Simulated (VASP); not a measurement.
# BaS (Fm-3m) in VASP: notebook

The runs below take BaS through relaxation of cell and atoms, single point, with PBEsol, PBE-based screened hybrid with 25 % exact exchange.

Program: VASP 6.6.1. These are calculated values, not measurements. Logs are shortened: lines on timing, memory, paths and dates and some standing lists are left out, and cuts for length are marked.

### Step 1. The cell of the first run

The structure is cubic, space group Fm-3m (No. 225). Conventional cell: a = 6.388 Å, b = 6.388 Å, c = 6.388 Å, α = 90.00°, β = 90.00°, γ = 90.00°. Within 4.2 Å of Ba (site symmetry m-3m) lie 6 S at 3.19 Å. Within 4.2 Å of S (site symmetry m-3m) lie 6 Ba at 3.19 Å.

### Step 2. Relaxation of cell and atoms, PBEsol, target pressure 30 GPa, at which the enthalpy is minimised

Contents of INCAR:

```
ALGO     = Normal         # electronic algorithm
EDIFF    = 1E-7           # SCF threshold, eV
EDIFFG   = -0.01          # ionic threshold
ENCUT    = 600            # plane-wave cutoff, eV
GGA      = PS             # functional
IBRION   = 2              # ionic algorithm
ISIF     = 3              # what is computed and relaxed
ISMEAR   = -1             # smearing method
LASPH    = T              # aspherical terms in the spheres
LCHARG   = F              # write CHGCAR
LREAL    = F              # projectors in reciprocal space
LWAVE    = F              # write WAVECAR
NELM     = 100            # most SCF steps
NSW      = 80             # ionic steps
PREC     = Accurate       # precision mode
PSTRESS  = 300.0        
SIGMA    = 0.05           # smearing width, eV
```

Contents of KPOINTS:

```
k-points
0
Gamma
  7 7 7
```

Contents of POSCAR:

```
BaS
1.0
    0.0000000000      3.1937500000      3.1937500000
    3.1937500000      0.0000000000      3.1937500000
    3.1937500000      3.1937500000      0.0000000000
Ba S
1 1
Direct
    0.0000000000      0.0000000000      0.0000000000
    0.5000000000      0.5000000000      0.5000000000
```

Potentials or basis: VASP PAW PBE potentials, release 64 (Ba_sv, S).

Launch:

```console
$ cat potpaw_PBE.64/Ba_sv/POTCAR potpaw_PBE.64/S/POTCAR > POTCAR
$ mpirun -np 1 vasp_std > vasp.out
```

OUTCAR:

```text
EDIFF = 1E-7
   EDIFFG = -0.01
   ENCUT = 600
   GGA = PS
   IBRION = 2
   ISIF = 3
   ISMEAR = -1
   LASPH = T
   LREAL = F
   NELM = 100
   NSW = 80
   PREC = Accurate
   PSTRESS = 300.0

 ion  position               nearest neighbor table
   1  0.000  0.000  0.000-   2 3.19   2 3.19   2 3.19   2 3.19   2 3.19   2 3.19
   2  0.500  0.500  0.500-   1 3.19   1 3.19   1 3.19   1 3.19   1 3.19   1 3.19

  LATTYP: Found a face centered cubic cell.
 ALAT       =     6.3875000000

  Lattice vectors:

 A1 = (   0.0000000000,   3.1937500000,   3.1937500000)
 A2 = (   3.1937500000,   0.0000000000,   3.1937500000)
 A3 = (   3.1937500000,   3.1937500000,   0.0000000000)

Analysis of symmetry for initial positions (statically):
=====================================================================
 Subroutine PRICEL returns:
 Original cell was already a primitive cell.

 Routine SETGRP: Setting up the symmetry group for a
 face centered cubic supercell.

 Subroutine GETGRP returns: Found 48 space group operations
 (whereof 48 operations were pure point group operations)
 out of a pool of 48 trial point group operations.

The static configuration has the point symmetry O_h .

Analysis of symmetry for dynamics (positions and initial velocities):
=====================================================================
 Subroutine PRICEL returns:
 Original cell was already a primitive cell.

 Routine SETGRP: Setting up the symmetry group for a
 face centered cubic supercell.

 Subroutine GETGRP returns: Found 48 space group operations
 (whereof 48 operations were pure point group operations)
 out of a pool of 48 trial point group operations.

The dynamic configuration has the point symmetry O_h .

 Subroutine INISYM returns: Found 48 space group operations
 (whereof 48 operations are pure point group operations),
 and found     1 'primitive' translations

----------------------------------------------------------------------------------------

                                     Primitive cell

  volume of cell :      65.1527

  direct lattice vectors                    reciprocal lattice vectors
     0.000000000  3.193750000  3.193750000    -0.156555773  0.156555773  0.156555773
     3.193750000  0.000000000  3.193750000     0.156555773 -0.156555773  0.156555773
     3.193750000  3.193750000  0.000000000     0.156555773  0.156555773 -0.156555773

  length of vectors
     4.516644565  4.516644565  4.516644565     0.271162553  0.271162553  0.271162553

  position of ions in fractional coordinates (direct lattice)
     0.000000000  0.000000000  0.000000000
     0.500000000  0.500000000  0.500000000

  ion indices of the primitive-cell ions
   primitive index   ion index
                 1           1
                 2           2

----------------------------------------------------------------------------------------

 KPOINTS: k-points

Automatic generation of k-mesh.
 Grid dimensions read from file:
 generate k-points for:    7    7    7

 Generating k-lattice:

  Cartesian coordinates                     Fractional coordinates (reciprocal lattice)
    -0.022365110  0.022365110  0.022365110     0.142857143  0.000000000  0.000000000
     0.022365110 -0.022365110  0.022365110     0.000000000  0.142857143  0.000000000
     0.022365110  0.022365110 -0.022365110     0.000000000  0.000000000  0.142857143

  Length of vectors
     0.038737508  0.038737508  0.038737508

  Shift w.r.t. Gamma in fractional coordinates (k-lattice)
     0.000000000  0.000000000  0.000000000

 Subroutine IBZKPT returns following result:
 ===========================================

 Found     20 irreducible k-points:

 Following reciprocal coordinates:
            Coordinates               Weight
  0.000000  0.000000  0.000000      1.000000
  0.142857  0.000000  0.000000      8.000000
  0.285714  0.000000  0.000000      8.000000
  0.428571  0.000000  0.000000      8.000000
  0.142857  0.142857  0.000000      6.000000
  0.285714  0.142857  0.000000     24.000000
[... 12 lines left out ...]
 -0.428571  0.428571  0.142857     24.000000
 -0.285714  0.428571  0.142857     24.000000
   k-points           NKPTS =     20   k-points in BZ     NKDIM =     20   number of bands    NBANDS=     12
   number of dos      NEDOS =    301   number of ions     NIONS =      2
   total plane-waves  NPLWV =  46656
   dimension x,y,z NGX =    36 NGY =   36 NGZ =   36
   dimension x,y,z NGXF=    72 NGYF=   72 NGZF=   72
   ions per type =               1   1
   NGX,Y,Z   is equivalent  to a cutoff of  13.25, 13.25, 13.25 a.u.
   NGXF,Y,Z  is equivalent  to a cutoff of  26.50, 26.50, 26.50 a.u.
 SYSTEM =  unknown system
   PREC   = accura    normal or accurate (medium, high low for compatibility)
   ISTART =      0    job   : 0-new  1-cont  2-samecut
   ICHARG =      2    charge: 1-file 2-atom 10-const
   ISPIN  =      1    spin polarized calculation?
   LNONCOLLINEAR =      F non collinear calculations
   LSORBIT =      F    spin-orbit coupling
   LASPH  =      T    aspherical Exc in radial PAW
   ENCUT  =  600.0 eV  44.10 Ry    6.64 a.u.   9.02  9.02  9.02*2*pi/ulx,y,z
   NELM   =    100;   NELMIN=  2; NELMDL= -5     # of ELM steps
   EDIFF  = 0.1E-06   stopping-criterion for ELM
   LREAL  =      F    real-space projection
   EDIFFG = -.1E-01   stopping-criterion for IOM
   NSW    =     80    number of steps for IOM
   IBRION =      2    ionic relax: 0-MD 1-quasi-New 2-CG
   NFREE  =      1    steps in history (QN), initial steepest desc. (CG)
   ISIF   =      3    stress and relaxation
   ISYM   =      2    0-nonsym 1-usesym 2-fastsym
   POTIM  = 0.5000    time-step for ionic-motion
   TEBEG  =    0.0;   TEEND  =   0.0 temperature during run
   PSTRESS=  300.0 pullay stress
   NELECT =      16.0000    total number of electrons
   NUPDOWN=      -1.0000    fix difference up-down
   EMIN   =  10.00;   EMAX   =-10.00  energy-range for DOS
   EFERMI =   0.00;   METHOD = LEGACY
   ISMEAR =    -1;   SIGMA  =   0.05  broadening in eV -4-tet -1-fermi 0-gaus
   EFERMI_NEDOS =   21; number of points for ismear=-14 and -15
   IALGO  =     38    algorithm
   IMIX   =      4    mixing-type and parameters
     AMIX     =   0.40;   BMIX     =  1.00
     AMIX_MAG =   1.60;   BMIX_MAG =  1.00
  volume/ion in A,a.u.               =      32.58       219.84
  Fermi-wavevector in a.u.,A,eV,Ry     =   1.025189  1.937326 14.299891  1.051012
  Thomas-Fermi vector in A             =   2.159016
   LORBIT       =      0    0 simple, 1 ext, 2 COOP (PROOUT), +10 PAW based schemes
   GGA     = PS    functional components
   LHFCALC =     F    Hartree Fock is set to
   AEXX    =    0.0000 exact exchange contribution
   IVDW    =     0    specifies the selected vdW correction
   LEPSILON=     F    determine dielectric tensor
   LRPA    =     F    only Hartree local field effects (RPA)
 conjugate gradient relaxation of ions
 non-spin polarized calculation
  energy-cutoff  :      600.00
  volume of cell :       65.15
 maximum number of plane-waves:      2186
   NGX = 17   NGY = 17   NGZ = 17

--------------------------------------- Ionic step        1  -------------------------------------------

 number of electron      16.0000001 magnetization

 Free energy of the ion-electron system (eV)
  ---------------------------------------------------
  ext. energy  EPLUGINS =         0.00000000
  ---------------------------------------------------
  free energy    TOTEN  =       -10.71821369 eV

  energy without entropy =      -10.71821369  energy(sigma->0) =      -10.71821369

 E-fermi :   2.3606     XC(G=0):  -8.8229

 val. band max:        1.3420827158   @ k =   0.0000   0.0000   0.0000
 cond. band min:       3.3847341140   @ k =   0.4286   0.4286   0.0000
 fundamental gap:      2.0426513982
 Fermi energy:         2.3605764218

 k-point     1 :       0.0000    0.0000    0.0000
  band No.  band energies     occupation
      1     -24.6933      2.00000
      2      -9.7358      2.00000
      3      -9.7358      2.00000
      4      -9.7358      2.00000
      5      -9.0104      2.00000
      6       1.3421      2.00000
      7       1.3421      2.00000
      8       1.3421      2.00000
      9       4.7509      0.00000
     10       5.1264      0.00000
     11       5.1264      0.00000
     12       5.1264      0.00000
[... 318 lines left out ...]
  enthalpy is  TOTEN    =         1.4813253342 eV   P V=       12.1995390195

--------------------------------------- Ionic step        2  -------------------------------------------

 number of electron      16.0000000 magnetization

 E-fermi :  13.8979     XC(G=0): -14.1112

 val. band max:       13.8906878611   @ k =  -0.1429   0.1429   0.0000
 cond. band min:      13.9680103907   @ k =   0.4286   0.1429   0.0000
 fundamental gap:      0.0773225296
 Fermi energy:        13.8979433041

 k-point     1 :       0.0000    0.0000    0.0000
  band No.  band energies     occupation
      1     -17.9023      2.00000
      2       1.0655      2.00000
      3       1.0655      2.00000
      4       1.0655      2.00000
      5       2.5713      2.00000
      6      12.3785      2.00000
      7      12.3785      2.00000
      8      12.3785      2.00000
      9      12.3937      2.00000
     10      12.3937      2.00000
     11      12.3937      2.00000
     12      15.1192      0.00000
[... 318 lines left out ...]
  enthalpy is  TOTEN    =        13.4051423288 eV   P V=        4.1958171410

--------------------------------------- Ionic step        3  -------------------------------------------

 number of electron      16.0000001 magnetization

 E-fermi :   3.6023     XC(G=0):  -9.8834

 val. band max:        2.8978468744   @ k =   0.4286   0.4286   0.0000
 cond. band min:       4.2615376465   @ k =   0.4286   0.4286   0.0000
 fundamental gap:      1.3636907721
 Fermi energy:         3.6023357661

 k-point     1 :       0.0000    0.0000    0.0000
  band No.  band energies     occupation
      1     -22.6120      2.00000
      2      -7.9233      2.00000
      3      -7.5679      2.00000
      4      -7.5679      2.00000
      5      -7.5679      2.00000
      6       2.8381      2.00000
      7       2.8381      2.00000
      8       2.8381      2.00000
      9       6.4718      0.00000
     10       6.4718      0.00000
     11       6.4718      0.00000
     12       7.6075      0.00000
[... 312 lines left out ...]
  FREE ENERGIE OF THE ION-ELECTRON SYSTEM (eV)
  ---------------------------------------------------
  free  energy   TOTEN  =       -10.1119370507 eV

  energy  without entropy=      -10.1119369527  energy(sigma->0) =      -10.11193700

  enthalpy is  TOTEN    =        -0.5532763612 eV   P V=        9.5586606895

[... ionic steps 4 to 14 ...]

--------------------------------------- Ionic step       15  -------------------------------------------

 number of electron      16.0000000 magnetization

------------------------ aborting loop because EDIFF is reached ----------------------------------------

  FORCE on cell =-STRESS in cart. coord.  units (eV):
  Direction    XX          YY          ZZ          XY          YZ          ZX
  --------------------------------------------------------------------------------------
  -------------------------------------------------------------------------------------
  Total        8.7275863      8.7275863      8.7275863      0.0000000      0.0000000      0.0000000
  in kB      298.4437245    298.4437245    298.4437245      0.0000000      0.0000000      0.0000000
  external PRESSURE =      -1.5562755 kB  Pullay stress =     300.0000000 kB
[... 61 lines left out ...]
  enthalpy is  TOTEN    =        -0.7219071824 eV   P V=        8.7437209544

--------------------------------------- Ionic step       17  -------------------------------------------

 number of electron      16.0000000 magnetization

 Free energy of the ion-electron system (eV)
  ---------------------------------------------------
  ext. energy  EPLUGINS =         0.00000000
  ---------------------------------------------------
  free energy    TOTEN  =        -9.48661068 eV

  energy without entropy =       -9.48660188  energy(sigma->0) =       -9.48660628

 E-fermi :   4.1773     XC(G=0): -10.2801

 val. band max:        3.7008876463   @ k =  -0.4286   0.4286   0.0000
 cond. band min:       4.5918445184   @ k =   0.4286   0.4286   0.0000
 fundamental gap:      0.8909568721
 Fermi energy:         4.1772793219

 k-point     1 :       0.0000    0.0000    0.0000
  band No.  band energies     occupation
      1     -21.8630      2.00000
      2      -7.4126      2.00000
      3      -6.7397      2.00000
      4      -6.7397      2.00000
      5      -6.7397      2.00000
      6       3.4902      2.00000
      7       3.4902      2.00000
      8       3.4902      2.00000
      9       6.9876      0.00000
     10       6.9876      0.00000
     11       6.9876      0.00000
     12       8.3597      0.00000
[... 312 lines left out ...]
  FREE ENERGIE OF THE ION-ELECTRON SYSTEM (eV)
  ---------------------------------------------------
  free  energy   TOTEN  =        -9.4866106772 eV

  energy  without entropy=       -9.4866018763  energy(sigma->0) =       -9.48660628

  enthalpy is  TOTEN    =        -0.7220391333 eV   P V=        8.7645715439

 reached required accuracy - stopping structural energy minimisation
```

It took 3.1 min on 1 thread of Intel Xeon Platinum 8259CL at 2.50GHz (Skylake/Cascade Lake), shared host; peak memory 0.23 GiB.

Results:

- Free energy: -9.4866 eV
- Relaxed volume: 23.40 Å³/atom
- Relaxed cell: a = 4.045 Å, b = 4.045 Å, c = 4.045 Å, α = 60.00°, β = 60.00°, γ = 60.00°
- Space group after relaxing (to 0.1 Å): Fm-3m (No. 225)
- Energy change on relaxing (the run minimises the enthalpy): +615.8 meV/atom
- Ionic steps: 17
- Pressure after relaxing: 30.0 GPa
- Band gap on the k mesh: 0.89 eV (least direct gap 0.91 eV)

Step by step:
```
step  energy change (eV)  largest force (eV/Å)  pressure (GPa)  volume (Å³)
   1              0.0000                0.0000           -0.52        65.15
   2             19.9275                0.0000          330.92        22.41
   3              0.6063                0.0000           18.03        51.05
   4              1.0139                0.0000           25.98        48.06
   5              1.2429                0.0000           30.21        46.75
   6              1.1820                0.0000           29.09        47.08
   7              1.1851                0.0000           29.15        47.06
   8              1.1944                0.0000           29.35        47.01
   9              1.1945                0.0000           29.42        47.01
  10              1.1950                0.0000           29.33        47.01
  11              1.1959                0.0000           29.34        47.00
  12              1.1977                0.0000           29.38        46.99
  13              1.2013                0.0000           29.45        46.97
  14              1.2085                0.0000           29.58        46.93
  15              1.2231                0.0000           29.84        46.85
  16              1.2526                0.0000           30.38        46.70
  17              1.2316                0.0000           30.00        46.81
```

Final structure:
```yaml
crystal:
  lattice:
    - [0.00000, 2.86042, 2.86042]
    - [2.86042, 0.00000, 2.86042]
    - [2.86042, 2.86042, 0.00000]
  atoms:
    - { symbol: Ba, position: [0.00000, 0.00000, 0.00000] }
    - { symbol: S, position: [0.50000, 0.50000, 0.50000] }
```

Caveat: the cell is relaxed towards a set pressure, so the run minimises the enthalpy, not the energy; the volume moved by over 15 % at a fixed basis, so the end points are rough; the PAW data sets were made with another functional, which shifts forces and pressure a little; spin-orbit coupling is left out, which moves the levels of the heavy elements; an odd mesh through Γ misses points on the zone boundary, where band edges can lie.

(Part 1 of 2 ends here.)
